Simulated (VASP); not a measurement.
# Ti9Ni7 in VASP: a series of runs

The runs below take Ti9Ni7 through single point, with PBE.

Program: VASP 6.6.1. These are calculated values, not measurements. Logs are shortened: lines on timing, memory, paths and dates and some standing lists are left out, and cuts for length are marked.

## Step 1: The cell of the first run

The cell holds an amorphous packing of atoms, 16 atoms: a = 6.118 Å, b = 6.259 Å, c = 6.545 Å, α = 84.50°, β = 89.59°, γ = 89.29°.

## Step 2: Single point, PBE

INCAR reads:

```
PREC = Accurate
ENCUT = 520
EDIFF = 1E-6
ISMEAR = -1
SIGMA = 0.05
LREAL = Auto
LASPH = True
NELM = 60
ALGO = Normal
ISIF = 2
LWAVE = False
LCHARG = False
GGA = PE
NBANDS = 103
ISYM = 0
```

KPOINTS reads:

```
Automatic mesh
0
Gamma
  1 1 1
  0.25 0.25 0.25
```

POSCAR reads:

```
Ti9Ni7
1.0
    6.1173580000      0.0376560000      0.0215690000
    0.0376560000      6.2512350000      0.3066880000
    0.0215690000      0.3066880000      6.5379140000
Ti Ni
9 7
Direct
    0.6710149678      0.4435292471      0.2857193870
    0.4034547828      0.4975658026      0.6345365545
    0.1230737294      0.8748421841      0.6148119757
    0.6330091918      0.8738094799      0.3816582388
    0.3619606796      0.1896252335      0.0638144042
    0.6828035827      0.1105085393      0.6798521618
    0.5237303092      0.7581146345      0.9431887602
    0.8630359235      0.5341579009      0.6834827377
    0.9654790570      0.8758689803      0.0554149345
    0.9669054818      0.0978423880      0.3621708284
    0.3462183182      0.1883686019      0.4370806999
    0.0498134484      0.4836777149      0.3471155207
    0.2834514158      0.7941897394      0.2614959104
    0.0948146270      0.2224632732      0.7481527177
    0.1880820446      0.5407144188      0.9626156959
    0.7745623151      0.2174468064      0.0072255676
```

Potentials or basis: VASP PAW PBE potentials, release 64 (Ti_sv, Ni).

Started as:

```bash
> cat potpaw_PBE.64/Ti_sv/POTCAR potpaw_PBE.64/Ni/POTCAR > POTCAR
> mpirun -np 1 vasp_std > vasp.out
```

OUTCAR:

```text
PREC = Accurate
   ENCUT = 520
   EDIFF = 1E-6
   ISMEAR = -1
   LREAL = Auto
   LASPH = True
   NELM = 60
   ISIF = 2
   GGA = PE
   ISYM = 0

 ion  position               nearest neighbor table
   1  0.671  0.444  0.286-  12 2.38  16 2.49  11 2.69  10 2.81   4 2.83   2 2.84
   2  0.403  0.498  0.635-  11 2.46  15 2.55  14 2.63   7 2.82   1 2.84   8 2.85  12 2.88   3 2.89

   3  0.123  0.875  0.615-  10 2.27  14 2.42  11 2.58  13 2.60   8 2.68   2 2.89  15 2.97
   4  0.633  0.874  0.382-  13 2.36  10 2.49   6 2.58  11 2.67   1 2.83
   5  0.362  0.190  0.064-  11 2.44  15 2.46  16 2.55  14 2.63  13 2.73
   6  0.683  0.111  0.680-  16 2.38   4 2.58  11 2.62  14 2.68  10 2.71   7 2.84   8 2.89
   7  0.524  0.758  0.943-  15 2.47  13 2.57   2 2.82   6 2.84
   8  0.863  0.534  0.683-  14 2.40  12 2.52   3 2.68  15 2.71  16 2.81   2 2.85   6 2.89
   9  0.965  0.876  0.055-  13 2.40  16 2.42  10 2.55  15 2.60  14 2.93
  10  0.967  0.098  0.362-   3 2.27  11 2.46  12 2.47   4 2.49   9 2.55  16 2.65   6 2.71   1 2.81
                            13 2.82  14 2.83
  11  0.346  0.188  0.437-   5 2.44   2 2.46  10 2.46  14 2.57   3 2.58  12 2.60   6 2.62   4 2.67
                             1 2.69  13 2.85
  12  0.050  0.484  0.347-   1 2.38  13 2.45  10 2.47   8 2.52  11 2.60  15 2.64   2 2.88  14 2.97

  13  0.283  0.794  0.261-   4 2.36   9 2.40  12 2.45   7 2.57   3 2.60  15 2.71   5 2.73  10 2.82
                            11 2.85
  14  0.095  0.222  0.748-   8 2.40   3 2.42  11 2.57  16 2.58  15 2.62   2 2.63   5 2.63   6 2.68
                            10 2.83   9 2.93  12 2.97
  15  0.188  0.541  0.963-   5 2.46   7 2.47   2 2.55   9 2.60  14 2.62  12 2.64  13 2.71   8 2.71
                             3 2.97
  16  0.775  0.217  0.007-   6 2.38   9 2.42   1 2.49   5 2.55  14 2.58  10 2.65   8 2.81

IMPORTANT INFORMATION: All symmetrisations will be switched off!
NOSYMM: (Re-)initialisation of all symmetry stuff for point group C_1.

----------------------------------------------------------------------------------------

                                     Primitive cell

  volume of cell :     249.4296

  direct lattice vectors                    reciprocal lattice vectors
     6.117358000  0.037656000  0.021569000     0.163476918 -0.000960498 -0.000494265
     0.037656000  6.251235000  0.306688000    -0.000960498  0.160343031 -0.007518387
     0.021569000  0.306688000  6.537914000    -0.000494265 -0.007518387  0.153308297

  length of vectors
     6.117511920  6.258866873  6.545138824     0.163480486  0.160522074  0.153493336

  position of ions in fractional coordinates (direct lattice)
     0.671014968  0.443529247  0.285719387
     0.403454783  0.497565803  0.634536555
     0.123073729  0.874842184  0.614811976
     0.633009192  0.873809480  0.381658239
     0.361960680  0.189625234  0.063814404
     0.682803583  0.110508539  0.679852162
[... 8 lines left out ...]
     0.188082045  0.540714419  0.962615696
     0.774562315  0.217446806  0.007225568

  ion indices of the primitive-cell ions
   primitive index   ion index
                 1           1
                 2           2
                 3           3
                 4           4
                 5           5
                 6           6
[... 8 lines left out ...]
                15          15
                16          16

----------------------------------------------------------------------------------------

 KPOINTS: Automatic mesh

Automatic generation of k-mesh.
 Grid dimensions read from file:
 generate k-points for:    1    1    1

 Generating k-lattice:

  Cartesian coordinates                     Fractional coordinates (reciprocal lattice)
     0.163476918 -0.000960498 -0.000494265     1.000000000 -0.000000000  0.000000000
    -0.000960498  0.160343031 -0.007518387    -0.000000000  1.000000000  0.000000000
    -0.000494265 -0.007518387  0.153308297     0.000000000 -0.000000000  1.000000000

  Length of vectors
     0.163480486  0.160522074  0.153493336

  Shift w.r.t. Gamma in fractional coordinates (k-lattice)
     0.250000000  0.250000000  0.250000000

 Subroutine IBZKPT returns following result:
 ===========================================

 Found      1 irreducible k-points:

 Following reciprocal coordinates:
            Coordinates               Weight
  0.250000  0.250000  0.250000      2.000000
   k-points           NKPTS =      1   k-points in BZ     NKDIM =      1   number of bands    NBANDS=    103
   number of dos      NEDOS =    301   number of ions     NIONS =     16
   total plane-waves  NPLWV = 115200
   dimension x,y,z NGX =    48 NGY =   48 NGZ =   50
   dimension x,y,z NGXF=    96 NGYF=   96 NGZF=  100
   ions per type =               9   7
   NGX,Y,Z   is equivalent  to a cutoff of  13.04, 12.75, 12.70 a.u.
   NGXF,Y,Z  is equivalent  to a cutoff of  26.09, 25.50, 25.40 a.u.
 SYSTEM =  unknown system
   PREC   = accura    normal or accurate (medium, high low for compatibility)
   ISTART =      0    job   : 0-new  1-cont  2-samecut
   ICHARG =      2    charge: 1-file 2-atom 10-const
   ISPIN  =      1    spin polarized calculation?
   LNONCOLLINEAR =      F non collinear calculations
   LSORBIT =      F    spin-orbit coupling
   LASPH  =      T    aspherical Exc in radial PAW
   ENCUT  =  520.0 eV  38.22 Ry    6.18 a.u.  11.37 11.64 12.17*2*pi/ulx,y,z
   NELM   =     60;   NELMIN=  2; NELMDL= -5     # of ELM steps
   EDIFF  = 0.1E-05   stopping-criterion for ELM
   LREAL  =      T    real-space projection
   EDIFFG = 0.1E-04   stopping-criterion for IOM
   NSW    =      0    number of steps for IOM
   IBRION =     -1    ionic relax: 0-MD 1-quasi-New 2-CG
   NFREE  =      0    steps in history (QN), initial steepest desc. (CG)
   ISIF   =      2    stress and relaxation
   ISYM   =      0    0-nonsym 1-usesym 2-fastsym
   POTIM  = 0.5000    time-step for ionic-motion
   TEBEG  =    0.0;   TEEND  =   0.0 temperature during run
   PSTRESS=    0.0 pullay stress
   NELECT =     178.0000    total number of electrons
   NUPDOWN=      -1.0000    fix difference up-down
   EMIN   =  10.00;   EMAX   =-10.00  energy-range for DOS
   EFERMI =   0.00;   METHOD = LEGACY
   ISMEAR =    -1;   SIGMA  =   0.05  broadening in eV -4-tet -1-fermi 0-gaus
   EFERMI_NEDOS =   21; number of points for ismear=-14 and -15
   IALGO  =     38    algorithm
   IMIX   =      4    mixing-type and parameters
     AMIX     =   0.40;   BMIX     =  1.00
     AMIX_MAG =   1.60;   BMIX_MAG =  1.00
  volume/ion in A,a.u.               =      15.59       105.20
  Fermi-wavevector in a.u.,A,eV,Ry     =   1.462959  2.764592 29.119859  2.140249
  Thomas-Fermi vector in A             =   2.579111
   LORBIT       =      0    0 simple, 1 ext, 2 COOP (PROOUT), +10 PAW based schemes
   GGA     = PE    functional components
   LHFCALC =     F    Hartree Fock is set to
   AEXX    =    0.0000 exact exchange contribution
   IVDW    =     0    specifies the selected vdW correction
   LEPSILON=     F    determine dielectric tensor
   LRPA    =     F    only Hartree local field effects (RPA)
 non-spin polarized calculation
  energy-cutoff  :      520.00
  volume of cell :      249.43
 maximum number of plane-waves:      6717
 NGX is ok and might be reduce to    48
   NGX = 23   NGY = 23   NGZ = 25

 number of electron     178.0000014 magnetization

 Free energy of the ion-electron system (eV)
  ---------------------------------------------------
  ext. energy  EPLUGINS =         0.00000000
  ---------------------------------------------------
  free energy    TOTEN  =      -110.39189653 eV

  energy without entropy =     -110.24752766  energy(sigma->0) =     -110.31971209

 E-fermi :   7.9228     XC(G=0): -11.6692

 val. band max:        7.8618441770   @ k =   0.2500   0.2500   0.2500
 cond. band min:       8.0010379898   @ k =   0.2500   0.2500   0.2500
 fundamental gap:      0.1391938127
 Fermi energy:         7.9228152033

 k-point     1 :       0.2500    0.2500    0.2500
  band No.  band energies     occupation
      1     -49.4120      2.00000
      2     -49.2758      2.00000
      3     -49.1920      2.00000
      4     -49.1689      2.00000
      5     -49.1392      2.00000
      6     -49.0726      2.00000
[... 93 lines left out ...]
    100       8.8513      0.00000
    101       8.9502      0.00000
 [bands above 101 left out]

------------------------ aborting loop because EDIFF is reached ----------------------------------------

  FORCE on cell =-STRESS in cart. coord.  units (eV):
  Direction    XX          YY          ZZ          XY          YZ          ZX
  --------------------------------------------------------------------------------------
  -------------------------------------------------------------------------------------
  Total       -9.4431098     -8.5422618     -9.2567405      2.2222761      4.2395236      2.6134360
  in kB      -60.6565440    -54.8700685    -59.4594262     14.2744911     27.2320088     16.7870544
  external PRESSURE =     -58.3286795 kB  Pullay stress =       0.0000000 kB

 VOLUME and BASIS-vectors are now :
 -----------------------------------------------------------------------------
  energy-cutoff  :      520.00
  volume of cell :      249.43
      direct lattice vectors                 reciprocal lattice vectors
     6.117358000  0.037656000  0.021569000     0.163476918 -0.000960498 -0.000494265
     0.037656000  6.251235000  0.306688000    -0.000960498  0.160343031 -0.007518387
     0.021569000  0.306688000  6.537914000    -0.000494265 -0.007518387  0.153308297

 POSITION                                       TOTAL-FORCE (eV/Angst)
 -----------------------------------------------------------------------------------
      4.12770      2.88550      2.01851         0.162614     -0.181619     -0.038823
      2.50050      3.32020      4.30985        -0.135981      0.035609     -0.615806
      0.79909      5.66203      4.29055         0.537912     -0.573722      0.597970
      3.91348      5.60328      2.77689         0.235387     -0.272149     -0.392511
      2.22276      1.21859      0.48318        -0.265107     -0.240135      0.065178
      4.19578      0.92503      4.49343         0.039987      0.431999     -0.151377
[... 8 lines left out ...]
      1.19169      3.68244      6.46339        -0.309160      0.501896      0.137840
      4.74662      1.39069      0.13064         0.086396      0.137677      0.110435
 -----------------------------------------------------------------------------------
    total drift:                               -0.024978     -0.020317     -0.015003

  FREE ENERGIE OF THE ION-ELECTRON SYSTEM (eV)
  ---------------------------------------------------
  free  energy   TOTEN  =      -110.3918965291 eV

  energy  without entropy=     -110.2475276595  energy(sigma->0) =     -110.31971209
```

Run time: 60 s. Hardware: 1 thread of Intel Xeon 6975P-C (Granite Rapids), shared host; peak memory 0.33 GiB.

What came out:

```
Free energy            : -110.3919 eV
Pressure               : -5.8 GPa
Largest force          : 1.058 eV/Å
Band gap on the k mesh : 0.14 eV
```

Forces on the atoms (eV/Å):
```
Ti   0.163 -0.182 -0.039
Ti  -0.136  0.036 -0.616
Ti   0.538 -0.574  0.598
Ti   0.235 -0.272 -0.393
Ti  -0.265 -0.240  0.065
Ti   0.040  0.432 -0.151
Ti  -0.468  0.134  0.334
Ti  -0.545  0.058  0.280
Ti  -0.188 -0.252 -0.147
Ni  -0.184  0.817 -0.648
Ni   0.201 -0.252  0.150
Ni   0.446  0.002  0.197
Ni   0.017 -0.071  0.082
Ni   0.370 -0.275  0.038
Ni  -0.309  0.502  0.138
Ni   0.086  0.138  0.110
```

Caveat: the k points lie up to 1.03 Å⁻¹ apart.

## Step 3: Single point, PBE

Changes to INCAR since step 2:

```diff
@@ -2,3 +2,3 @@
 ENCUT = 520
-EDIFF = 1E-6
+EDIFF = 1E-7
 ISMEAR = -1
```

KPOINTS is that of step 2.

POSCAR reads:

```
Ti9Ni7
1.0
    6.1173580000      0.0376560000      0.0215690000
    0.0376560000      6.2512350000      0.3066880000
    0.0215690000      0.3066880000      6.5379140000
Ti Ni
9 7
Direct
    0.6864040168      0.4389082858      0.2991963564
    0.3913003607      0.4924015140      0.6231043123
    0.1289374327      0.8352749960      0.6086721438
    0.6317229186      0.8731192196      0.3867853234
    0.3215245172      0.1698315858      0.0868489136
    0.6888519478      0.1119690324      0.6913960009
    0.4727974468      0.7780657028      0.9265109357
    0.8323035526      0.5216410853      0.7091792556
    0.9661528432      0.8621053482      0.0616503497
    0.9982054244      0.1091088486      0.3483916021
    0.3581663376      0.1625286666      0.4454592273
    0.0762406587      0.4821652724      0.3691492825
    0.2963877818      0.7774604413      0.2567472475
    0.1087046845      0.2145545232      0.7264251336
    0.1397905131      0.5348396275      0.9716938710
    0.7699058032      0.2001709055      0.0184032533
```

Potentials or basis: VASP PAW PBE potentials, release 64 (Ti_sv, Ni).

Started as:

```bash
> cat potpaw_PBE.64/Ti_sv/POTCAR potpaw_PBE.64/Ni/POTCAR > POTCAR
> mpirun -np 1 vasp_std > vasp.out
```

Run time: 61 s. Hardware: 1 thread of Intel Xeon 6975P-C (Granite Rapids), shared host; peak memory 0.33 GiB.

Results (log left out):

* Free energy: -110.4569 eV
* Pressure: -5.5 GPa
* Largest force: 1.124 eV/Å
* Band gap on the k mesh: 0.21 eV

Forces in eV/Å, atoms in the order of the input:
```
Ti   0.185 -0.246 -0.488
Ti   0.350 -0.109 -0.166
Ti  -0.566  0.686  0.100
Ti   0.584 -0.254  0.034
Ti   0.341  0.768 -0.747
Ti   0.264  0.307 -0.366
Ti   0.058 -0.190  0.269
Ti   0.031  0.195  0.230
Ti  -0.601 -0.350 -0.212
Ni  -0.972 -0.297 -0.122
Ni   0.565  0.220  0.422
Ni  -0.332 -0.028  0.334
Ni  -0.003 -0.092  0.174
Ni  -0.279 -0.460  0.625
Ni   0.247 -0.201 -0.287
Ni   0.127  0.051  0.201
```

Stress tensor (GPa, compression positive):
```
-6.07  2.04  1.85
 2.04 -4.49  3.00
 1.85  3.00 -6.01
```

Levels at points of the mesh, in eV from the valence-band top:
```tsv
k point	band 86	band 87	band 88	band 89	band 90	band 91	band 92	band 93
(0.25, 0.25, 0.25)	-0.32	-0.29	-0.08	0.00	0.21	0.25	0.31	0.49
```

Caveat: the k points lie up to 1.03 Å⁻¹ apart. Spin polarisation is off, so any magnetic state and its effect on volume and gap are missing.
